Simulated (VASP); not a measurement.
# RbBr (Fm-3m) in VASP: notebook

The runs below take RbBr through single point, with PBE, LDA, r2SCAN, HSE06.

All numbers are computed with VASP 6.6.1; they aren't measurements. Logs are shortened: lines on timing, memory, paths and dates and some standing lists are left out, and cuts for length are marked.

### Step 1. The cell of the first run

Symmetry: Fm-3m, No. 225, cubic system. The conventional cell has a = 6.922 Å, b = 6.922 Å, c = 6.922 Å, α = 90.00°, β = 90.00°, γ = 90.00°. Within 4.5 Å of Rb (site symmetry m-3m) lie 6 Br at 3.46 Å. Br (site symmetry m-3m) has 6 Rb at 3.46 Å within 4.5 Å.

### Step 2. Single point, PBE

Input file INCAR:

```
PREC = Accurate
ENCUT = 520
EDIFF = 1E-6
ISMEAR = 0
SIGMA = 0.01
LREAL = F
LASPH = T
NELM = 100
ALGO = Normal
ISIF = 2
LWAVE = F
LCHARG = F
GGA = PE
NBANDS = 15
```

Input file KPOINTS:

```
regular mesh
0
Gamma
  4 4 4
```

Input file POSCAR:

```
RbBr
1.0
    0.0000000000      3.4608261059      3.4608261059
    3.4608261059      0.0000000000      3.4608261059
    3.4608261059      3.4608261059      0.0000000000
Rb Br
1 1
Direct
    0.0000000000      0.0000000000      0.0000000000
    0.5000000000      0.5000000000      0.5000000000
```

Potentials or basis: VASP PAW PBE potentials, release 64 (Rb_sv, Br).

On the command line:

```
$ cat potpaw_PBE.64/Rb_sv/POTCAR potpaw_PBE.64/Br/POTCAR > POTCAR
$ mpirun -np 1 vasp_std > vasp.out
```

OUTCAR:

```text
PREC = Accurate
   ENCUT = 520
   EDIFF = 1E-6
   ISMEAR = 0
   LREAL = F
   LASPH = T
   NELM = 100
   ISIF = 2
   GGA = PE

 ion  position               nearest neighbor table
   1  0.000  0.000  0.000-   2 3.46   2 3.46   2 3.46   2 3.46   2 3.46   2 3.46
   2  0.500  0.500  0.500-   1 3.46   1 3.46   1 3.46   1 3.46   1 3.46   1 3.46

  LATTYP: Found a face centered cubic cell.
 ALAT       =     6.9216522118

  Lattice vectors:

 A1 = (   0.0000000000,   3.4608261059,   3.4608261059)
 A2 = (   3.4608261059,   0.0000000000,   3.4608261059)
 A3 = (   3.4608261059,   3.4608261059,   0.0000000000)

Analysis of symmetry for initial positions (statically):
=====================================================================
 Subroutine PRICEL returns:
 Original cell was already a primitive cell.

 Routine SETGRP: Setting up the symmetry group for a
 face centered cubic supercell.

 Subroutine GETGRP returns: Found 48 space group operations
[... 9 lines left out ...]

 Routine SETGRP: Setting up the symmetry group for a
 face centered cubic supercell.

 Subroutine GETGRP returns: Found 48 space group operations
[... 11 lines left out ...]
                                     Primitive cell

  volume of cell :      82.9028

  direct lattice vectors                    reciprocal lattice vectors
     0.000000000  3.460826106  3.460826106    -0.144474176  0.144474176  0.144474176
     3.460826106  0.000000000  3.460826106     0.144474176 -0.144474176  0.144474176
     3.460826106  3.460826106  0.000000000     0.144474176  0.144474176 -0.144474176

  length of vectors
     4.894347216  4.894347216  4.894347216     0.250236613  0.250236613  0.250236613

  position of ions in fractional coordinates (direct lattice)
     0.000000000  0.000000000  0.000000000
     0.500000000  0.500000000  0.500000000

  ion indices of the primitive-cell ions
   primitive index   ion index
                 1           1
                 2           2

----------------------------------------------------------------------------------------

 KPOINTS: regular mesh

Automatic generation of k-mesh.
 Grid dimensions read from file:
 generate k-points for:    4    4    4

 Generating k-lattice:

  Cartesian coordinates                     Fractional coordinates (reciprocal lattice)
    -0.036118544  0.036118544  0.036118544     0.250000000  0.000000000  0.000000000
     0.036118544 -0.036118544  0.036118544     0.000000000  0.250000000  0.000000000
     0.036118544  0.036118544 -0.036118544     0.000000000  0.000000000  0.250000000

  Length of vectors
     0.062559153  0.062559153  0.062559153

  Shift w.r.t. Gamma in fractional coordinates (k-lattice)
     0.000000000  0.000000000  0.000000000

 Subroutine IBZKPT returns following result:
 ===========================================

 Found      8 irreducible k-points:

 Following reciprocal coordinates:
            Coordinates               Weight
  0.000000  0.000000  0.000000      1.000000
  0.250000  0.000000  0.000000      8.000000
  0.500000  0.000000  0.000000      4.000000
  0.250000  0.250000  0.000000      6.000000
  0.500000  0.250000  0.000000     24.000000
 -0.250000  0.250000  0.000000     12.000000
  0.500000  0.500000  0.000000      3.000000
 -0.250000  0.500000  0.250000      6.000000
   k-points           NKPTS =      8   k-points in BZ     NKDIM =      8   number of bands    NBANDS=     15
   number of dos      NEDOS =    301   number of ions     NIONS =      2
   total plane-waves  NPLWV =  46656
   dimension x,y,z NGX =    36 NGY =   36 NGZ =   36
   dimension x,y,z NGXF=    72 NGYF=   72 NGZF=   72
   ions per type =               1   1
   NGX,Y,Z   is equivalent  to a cutoff of  12.23, 12.23, 12.23 a.u.
   NGXF,Y,Z  is equivalent  to a cutoff of  24.46, 24.46, 24.46 a.u.
 SYSTEM =  unknown system
   PREC   = accura    normal or accurate (medium, high low for compatibility)
   ISTART =      0    job   : 0-new  1-cont  2-samecut
   ICHARG =      2    charge: 1-file 2-atom 10-const
   ISPIN  =      1    spin polarized calculation?
   LNONCOLLINEAR =      F non collinear calculations
   LSORBIT =      F    spin-orbit coupling
   LASPH  =      T    aspherical Exc in radial PAW
   ENCUT  =  520.0 eV  38.22 Ry    6.18 a.u.   9.10  9.10  9.10*2*pi/ulx,y,z
   NELM   =    100;   NELMIN=  2; NELMDL= -5     # of ELM steps
   EDIFF  = 0.1E-05   stopping-criterion for ELM
   LREAL  =      F    real-space projection
   EDIFFG = 0.1E-04   stopping-criterion for IOM
   NSW    =      0    number of steps for IOM
   IBRION =     -1    ionic relax: 0-MD 1-quasi-New 2-CG
   NFREE  =      0    steps in history (QN), initial steepest desc. (CG)
   ISIF   =      2    stress and relaxation
   ISYM   =      2    0-nonsym 1-usesym 2-fastsym
   POTIM  = 0.5000    time-step for ionic-motion
   TEBEG  =    0.0;   TEEND  =   0.0 temperature during run
   PSTRESS=    0.0 pullay stress
   NELECT =      16.0000    total number of electrons
   NUPDOWN=      -1.0000    fix difference up-down
   EMIN   =  10.00;   EMAX   =-10.00  energy-range for DOS
   EFERMI =   0.00;   METHOD = LEGACY
   ISMEAR =     0;   SIGMA  =   0.01  broadening in eV -4-tet -1-fermi 0-gaus
   EFERMI_NEDOS =   21; number of points for ismear=-14 and -15
   IALGO  =     38    algorithm
   IMIX   =      4    mixing-type and parameters
     AMIX     =   0.40;   BMIX     =  1.00
     AMIX_MAG =   1.60;   BMIX_MAG =  1.00
  volume/ion in A,a.u.               =      41.45       279.73
  Fermi-wavevector in a.u.,A,eV,Ry     =   0.946074  1.787820 12.177973  0.895056
  Thomas-Fermi vector in A             =   2.074037
   LORBIT       =      0    0 simple, 1 ext, 2 COOP (PROOUT), +10 PAW based schemes
   GGA     = PE    functional components
   LHFCALC =     F    Hartree Fock is set to
   AEXX    =    0.0000 exact exchange contribution
   IVDW    =     0    specifies the selected vdW correction
   LEPSILON=     F    determine dielectric tensor
   LRPA    =     F    only Hartree local field effects (RPA)
 non-spin polarized calculation
 Gauss-broadening in eV      SIGMA  =   0.01
  energy-cutoff  :      520.00
  volume of cell :       82.90
 maximum number of plane-waves:      2252
   NGX = 19   NGY = 19   NGZ = 19

 number of electron      15.9999997 magnetization

 Free energy of the ion-electron system (eV)
  ---------------------------------------------------
  ext. energy  EPLUGINS =         0.00000000
  ---------------------------------------------------
  free energy    TOTEN  =        -6.10908563 eV

  energy without entropy =       -6.10908563  energy(sigma->0) =       -6.10908563

 E-fermi :  -1.7623     XC(G=0):  -7.1175

 val. band max:       -1.8609290426   @ k =   0.0000   0.0000   0.0000
 cond. band min:       2.4272024855   @ k =   0.0000   0.0000   0.0000
 fundamental gap:      4.2881315281
 Fermi energy:        -1.7623052475

 k-point     1 :       0.0000    0.0000    0.0000
  band No.  band energies     occupation
      1     -26.3385      2.00000
      2     -14.0131      2.00000
      3     -10.4128      2.00000
      4     -10.4128      2.00000
      5     -10.4128      2.00000
      6      -1.8609      2.00000
      7      -1.8609      2.00000
      8      -1.8609      2.00000
      9       2.4272      0.00000
     10       5.4088      0.00000
     11       5.4088      0.00000
     12       5.4088      0.00000
     13       6.2767      0.00000
     14       6.2767      0.00000
     15       9.0612      0.00000

 k-point     2 :       0.2500    0.0000    0.0000
  band No.  band energies     occupation
      1     -26.3345      2.00000
      2     -14.0312      2.00000
      3     -10.4165      2.00000
      4     -10.4165      2.00000
      5     -10.3928      2.00000
      6      -2.3932      2.00000
      7      -2.0327      2.00000
      8      -2.0327      2.00000
      9       3.6632      0.00000
     10       5.2615      0.00000
     11       6.1103      0.00000
     12       6.1103      0.00000
     13       7.1069      0.00000
     14       7.1069      0.00000
     15      10.3652      0.00000

 k-point     3 :       0.5000    0.0000    0.0000
  band No.  band energies     occupation
      1     -26.3304      2.00000
      2     -14.0490      2.00000
      3     -10.4201      2.00000
      4     -10.4201      2.00000
      5     -10.3730      2.00000
      6      -2.8009      2.00000
      7      -2.1911      2.00000
      8      -2.1911      2.00000
      9       4.8762      0.00000
     10       5.7516      0.00000
     11       7.5370      0.00000
     12       7.5370      0.00000
     13       8.2077      0.00000
     14       8.2077      0.00000
     15       8.8288      0.00000

 k-point     4 :       0.2500    0.2500    0.0000
  band No.  band energies     occupation
      1     -26.3332      2.00000
      2     -14.0133      2.00000
      3     -10.4446      2.00000
      4     -10.4446      2.00000
      5     -10.4129      2.00000
      6      -2.4342      2.00000
      7      -1.9574      2.00000
      8      -1.9574      2.00000
      9       3.7578      0.00000
     10       4.3963      0.00000
     11       6.7138      0.00000
     12       6.8364      0.00000
     13       6.8364      0.00000
     14       7.6197      0.00000
     15       9.9190      0.00000

 k-point     5 :       0.5000    0.2500    0.0000
  band No.  band energies     occupation
      1     -26.3293      2.00000
      2     -14.0067      2.00000
      3     -10.4921      2.00000
      4     -10.4487      2.00000
      5     -10.4312      2.00000
      6      -2.4961      2.00000
      7      -2.1956      2.00000
      8      -2.1052      2.00000
      9       4.5825      0.00000
     10       5.3477      0.00000
     11       7.0126      0.00000
     12       7.3487      0.00000
     13       7.7219      0.00000
     14       8.1552      0.00000
     15       8.8676      0.00000

 k-point     6 :      -0.2500    0.2500    0.0000
  band No.  band energies     occupation
      1     -26.3305      2.00000
      2     -14.0249      2.00000
      3     -10.4850      2.00000
      4     -10.4206      2.00000
      5     -10.3891      2.00000
      6      -2.5975      2.00000
      7      -2.1762      2.00000
      8      -2.1029      2.00000
      9       4.7763      0.00000
     10       5.2741      0.00000
     11       6.7293      0.00000
     12       6.8127      0.00000
     13       7.4650      0.00000
     14       8.6687      0.00000
     15       8.9279      0.00000

 k-point     7 :       0.5000    0.5000    0.0000
  band No.  band energies     occupation
      1     -26.3282      2.00000
      2     -13.9631      2.00000
      3     -10.5748      2.00000
      4     -10.4769      2.00000
      5     -10.4769      2.00000
      6      -2.3269      2.00000
      7      -2.0183      2.00000
      8      -2.0183      2.00000
      9       3.7768      0.00000
     10       5.1567      0.00000
     11       7.1916      0.00000
     12       7.2845      0.00000
     13       7.4572      0.00000
     14       8.8535      0.00000
     15       8.8535      0.00000

 k-point     8 :      -0.2500    0.5000    0.2500
  band No.  band energies     occupation
      1     -26.3281      2.00000
      2     -13.9876      2.00000
      3     -10.5258      2.00000
      4     -10.5258      2.00000
      5     -10.3976      2.00000
      6      -2.3253      2.00000
      7      -2.2019      2.00000
      8      -2.2019      2.00000
      9       5.1899      0.00000
     10       5.1899      0.00000
     11       6.2796      0.00000
     12       6.6337      0.00000
     13       8.8930      0.00000
     14       8.9145      0.00000
     15       8.9924      0.00000

------------------------ aborting loop because EDIFF is reached ----------------------------------------

  FORCE on cell =-STRESS in cart. coord.  units (eV):
  Direction    XX          YY          ZZ          XY          YZ          ZX
  --------------------------------------------------------------------------------------
  -------------------------------------------------------------------------------------
  Total        0.2930121      0.2930121      0.2930121      0.0000000      0.0000000     -0.0000000
  in kB        5.6627431      5.6627431      5.6627431      0.0000000      0.0000000     -0.0000000
  external PRESSURE =       5.6627431 kB  Pullay stress =       0.0000000 kB

 VOLUME and BASIS-vectors are now :
 -----------------------------------------------------------------------------
  energy-cutoff  :      520.00
  volume of cell :       82.90
      direct lattice vectors                 reciprocal lattice vectors
     0.000000000  3.460826106  3.460826106    -0.144474176  0.144474176  0.144474176
     3.460826106  0.000000000  3.460826106     0.144474176 -0.144474176  0.144474176
     3.460826106  3.460826106  0.000000000     0.144474176  0.144474176 -0.144474176

 POSITION                                       TOTAL-FORCE (eV/Angst)
 -----------------------------------------------------------------------------------
      0.00000      0.00000      0.00000        -0.000000      0.000000     -0.000000
      3.46083      3.46083      3.46083         0.000000     -0.000000      0.000000
 -----------------------------------------------------------------------------------
    total drift:                                0.000000      0.000000      0.000000

  FREE ENERGIE OF THE ION-ELECTRON SYSTEM (eV)
  ---------------------------------------------------
  free  energy   TOTEN  =        -6.1090856281 eV

  energy  without entropy=       -6.1090856281  energy(sigma->0) =       -6.10908563
```

Wall time 9.5 s (1 thread of AMD EPYC 9R14 (Zen 4), shared host); peak memory 0.17 GiB.

What came out:

```yaml
Free_energy: -6.1091 eV
Pressure: 0.6 GPa
Band_gap_on_the_k_mesh: 4.29 eV, direct
```

### Step 3. Single point, LDA

Input file INCAR:

```
PREC     = Accurate       # precision mode
ENCUT    = 520            # plane-wave cutoff, eV
EDIFF    = 1E-6           # SCF threshold, eV
ISMEAR   = 0              # smearing method
SIGMA    = 0.01           # smearing width, eV
LREAL    = False          # projectors in reciprocal space
LASPH    = True           # aspherical terms in the spheres
NELM     = 100            # most SCF steps
ALGO     = Normal         # electronic algorithm
ISIF     = 2              # what is computed and relaxed
LWAVE    = False          # write WAVECAR
LCHARG   = True           # write CHGCAR
LELF     = True           # ELF
LVHAR    = True         
NBANDS   = 15             # bands
```

KPOINTS is that of step 2.

POSCAR is that of step 2.

Potentials or basis: VASP PAW LDA potentials, release 64 (Rb_sv, Br).

On the command line:

```
$ cat potpaw_LDA.64/Rb_sv/POTCAR potpaw_LDA.64/Br/POTCAR > POTCAR
$ mpirun -np 1 vasp_std > vasp.out
```

It took 7.9 s on 1 thread of AMD EPYC 9R14 (Zen 4), shared host; peak memory 0.14 GiB.

The run converged. Its results:

```yaml
Free_energy: -6.6738 eV
Pressure: -1.5 GPa
Band_gap_on_the_k_mesh: 3.89 eV, direct
```

Levels at points of the mesh, in eV from the valence-band top:
| k point | band 5 | band 6 | band 7 | band 8 | band 9 | band 10 | band 11 | band 12 |
| --- | --- | --- | --- | --- | --- | --- | --- | --- |
| (0.00, 0.00, 0.00) | -8.47 | 0.00 | 0.00 | 0.00 | 3.89 | 7.02 | 7.02 | 7.02 |
| (0.50, 0.00, 0.00) | -8.44 | -1.01 | -0.35 | -0.35 | 6.39 | 7.30 | 9.17 | 9.17 |
| (0.50, 0.50, 0.00) | -8.54 | -0.49 | -0.17 | -0.17 | 5.33 | 6.68 | 8.67 | 9.00 |

### Step 4. Single point, PBE

Input file INCAR:

```
SYSTEM = RbBr
PREC = Accurate
ENCUT = 520
EDIFF = 1E-7
ISMEAR = 0
SIGMA = 0.01
LREAL = .False.
LASPH = .True.
NELM = 60
ALGO = Normal
ISIF = 2
LWAVE = .False.
LCHARG = .False.
GGA = PE
NBANDS = 15
```

Input file KPOINTS:

```
Automatic mesh
0
Gamma
  4 4 4
  0 0 0
```

POSCAR is that of step 3.

Potentials or basis: VASP PAW PBE potentials, release 64 (Rb_sv, Br).

On the command line:

```
$ cat potpaw_PBE.64/Rb_sv/POTCAR potpaw_PBE.64/Br/POTCAR > POTCAR
$ mpirun -np 1 vasp_std > vasp.out
```

Wall time 9.5 s (1 thread of AMD EPYC 9R14 (Zen 4), shared host); peak memory 0.16 GiB.

It converged, with:

* Free energy: -6.1091 eV
* Pressure: 0.6 GPa
* Band gap on the k mesh: 4.29 eV, direct

Levels at points of the mesh, in eV from the valence-band top:
```csv
k point,band 4,band 5,band 6,band 7,band 8,band 9,band 10,band 11,band 12,band 13
"(0.00, 0.00, 0.00)",-8.55,-8.55,0.00,0.00,0.00,4.29,7.27,7.27,7.27,8.14
"(0.50, 0.00, 0.00)",-8.56,-8.51,-0.94,-0.33,-0.33,6.74,7.61,9.40,9.40,10.07
"(0.50, 0.50, 0.00)",-8.62,-8.62,-0.47,-0.16,-0.16,5.64,7.02,9.05,9.15,9.32
```

### Step 5. Single point, r2SCAN

POSCAR is that of step 4.

Input file INCAR.step1:

```
PREC = Accurate
ENCUT = 520
ISMEAR = 0
SIGMA = 0.01
LREAL = F
LASPH = T
NELM = 80
NBANDS = 15
GGA = PE
ALGO = Normal
EDIFF = 1E-4
LWAVE = T
LCHARG = F
```

Input file INCAR.step2:

```
PREC = Accurate
ENCUT = 520
EDIFF = 1E-6
ISMEAR = 0
SIGMA = 0.01
LREAL = F
LASPH = T
NELM = 80
ALGO = Normal
ISIF = 2
LWAVE = F
LCHARG = T
METAGGA = R2SCAN
LMIXTAU = T
LELF = T
LVHAR = T
NBANDS = 15
ISTART = 1
```

Input file KPOINTS:

```
regular mesh
0
Gamma
  4 4 4
```

On the command line:

```
$ cat potpaw_PBE.64/Rb_sv/POTCAR potpaw_PBE.64/Br/POTCAR > POTCAR
$ cp INCAR.step1 INCAR
$ mpirun -np 1 vasp_std > vasp.out
$ cp INCAR.step2 INCAR
$ mpirun -np 1 vasp_std > vasp.out
```

Wall time 43 s (1 thread of AMD EPYC 9R14 (Zen 4), shared host); peak memory 0.18 GiB.

It converged, with:

| Quantity | Value |
| --- | --- |
| Free energy | -31.1555 eV |
| Pressure | 0.0 GPa |
| Band gap on the k mesh | 4.89 eV, direct |

Levels at points of the mesh, in eV from the valence-band top:
| k point | band 4 | band 5 | band 6 | band 7 | band 8 | band 9 | band 10 | band 11 | band 12 | band 13 |
| --- | --- | --- | --- | --- | --- | --- | --- | --- | --- | --- |
| (0.00, 0.00, 0.00) | -8.75 | -8.75 | 0.00 | 0.00 | 0.00 | 4.89 | 7.87 | 7.87 | 7.87 | 8.92 |
| (0.50, 0.00, 0.00) | -8.75 | -8.70 | -0.92 | -0.32 | -0.32 | 7.22 | 8.17 | 10.14 | 10.14 | 10.76 |
| (0.50, 0.50, 0.00) | -8.81 | -8.81 | -0.47 | -0.16 | -0.16 | 6.09 | 7.84 | 9.57 | 10.00 | 10.23 |

Caveat: the PAW data sets were made with another functional, which shifts forces and pressure a little.

[end of part 1 of 2]
